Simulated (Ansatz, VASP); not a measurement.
This is a calculation of InSe for Ansatz 0.2.0.

Contents of input.yaml:

```yaml
crystal:
  lattice:
    - [5.940664887, -2.0949464201, 0.0]
    - [5.940664887, 2.0949464201, 0.0]
    - [-1.7570304771, 0.0, 4.8649274559]
  atoms:
    - { symbol: In, position: [0.88820325, 0.88820325, 0.04684136] }
    - { symbol: In, position: [0.11179675, 0.11179675, 0.95315864] }
    - { symbol: Se, position: [0.66092759, 0.66092759, 0.66895562] }
    - { symbol: Se, position: [0.33907241, 0.33907241, 0.33104438] }
hamiltonian:
  xc: r2scan
  pseudopotentials: { kind: paw }
kpoints:
  mp_grid: { grid: [7, 7, 6] }
scf:
  occupations: { method: fermi_dirac, width: 0.05 }
output:
  forces: true
  stress: true
  eigenvalues: true
```

Potentials or basis: Ansatz PAW.

The run is started by

```sh
$ ansatz run input.yaml --threads 1 --pin off --max-ram 3584MiB --backend cpu --events-out ev --progress --plain --runs-dir out
```

Task: Set up the same calculation for VASP 6.6.1. Potentials there: VASP PAW PBE potentials, release 64 (In_d, Se).

Result: As run (the cutoff follows the program's own potentials):

File POSCAR:

```
InSe
1.0
    5.9406648870     -2.0949464201      0.0000000000
    5.9406648870      2.0949464201      0.0000000000
   -1.7570304771      0.0000000000      4.8649274559
In Se
2 2
Direct
    0.8882032500      0.8882032500      0.0468413600
    0.1117967500      0.1117967500      0.9531586400
    0.6609275900      0.6609275900      0.6689556200
    0.3390724100      0.3390724100      0.3310443800
```

The input INCAR.step1:

```
ALGO = Normal ; EDIFF = 1E-4
ENCUT = 520 ; GGA = PE
ISMEAR = -1 ; LASPH = True
LCHARG = False ; LREAL = False
LWAVE = True ; NBANDS = 27
NELM = 80 ; PREC = Accurate
SIGMA = 0.05
```

Contents of INCAR.step2:

```
ALGO = Normal ; EDIFF = 1E-7
ENCUT = 520 ; ISIF = 2
ISMEAR = -1 ; ISTART = 1
LASPH = True ; LCHARG = False
LMIXTAU = True ; LREAL = False
LWAVE = False ; METAGGA = R2SCAN
NBANDS = 27 ; NELM = 80
PREC = Accurate ; SIGMA = 0.05
```

File KPOINTS:

```
k-points
0
Gamma
  7 7 6
```

Potentials or basis: VASP PAW PBE potentials, release 64 (In_d, Se).

Launch:

```bash
$ cat potpaw_PBE.64/In_d/POTCAR potpaw_PBE.64/Se/POTCAR > POTCAR
$ cp INCAR.step1 INCAR
$ mpirun -np 1 vasp_std > vasp.out
$ cp INCAR.step2 INCAR
$ mpirun -np 1 vasp_std > vasp.out
```

Both were run:

|  | VASP | Ansatz | Ansatz less VASP |
| --- | --- | --- | --- |
| gap on the k mesh at the Fermi level (eV) | 1.38 | 1.38 | +0.003 |
| least direct gap on the mesh (eV) | 1.42 | 1.42 | +0.004 |
| pressure (GPa) | -2.8 | -2.8 | -0.02 |
| traceless stress, the component that is largest in VASP (GPa) | 0.50 | 0.51 | +0.008 |
| rms of the force components (eV/Å) | 0.196 | 0.202 | +0.0055 |

VASP's potentials were made for PBE, not for r2SCAN. Atom by atom the forces differ by 0.006 eV/Å (rms over components). The functional is the same, so the differences come from potentials, cutoffs and numerics. VASP's potentials hold 38 valence electrons a cell and Ansatz's 58, so a difference there can come from the potentials and not from the codes.

Noted on Ansatz's run: odd divisions of the mesh miss points on the zone boundary, where band edges often lie, so the gap on the mesh can be too wide.
